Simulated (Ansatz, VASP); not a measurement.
Two plane-wave programs on Ge5F

```
Ge F
1.0
     2.14587   -4.23291    0.00000
     2.14587    4.23291    0.00000
     0.00000    0.00000    6.60928
Ge F
5 1
Direct
  0.38006 0.14686 0.50000
  0.61994 0.85314 0.50000
  0.85314 0.61994 0.50000
  0.14686 0.38006 0.50000
  0.50000 0.50000 0.00000
  0.50000 0.50000 0.50000
```

Alike in both runs: task single point; functional PBE; k mesh 4 × 4 × 4; occupations gaussian, width 0.1 eV; no spin polarisation.

```csv
,VASP,Ansatz
version,VASP 6.6.1,Ansatz 0.2.0
potentials or method,"VASP PAW PBE potentials, release 64 (Ge_d, F), cutoff 520 eV","scalar-relativistic, plane waves, PAW"
valence electrons in the cell,77,77
```

```csv
,VASP,Ansatz,Ansatz less VASP
gap on the k mesh at the Fermi level (eV),none,none,-
rms of the force components (eV/Å),16.722,17.955,+1.2327
```

Atom by atom the forces differ by 1.238 eV/Å (rms over components). A gap of «none» marks a metal or a gap that the smearing closes.

The k mesh is coarse, so the values compare programs but aren't converged.
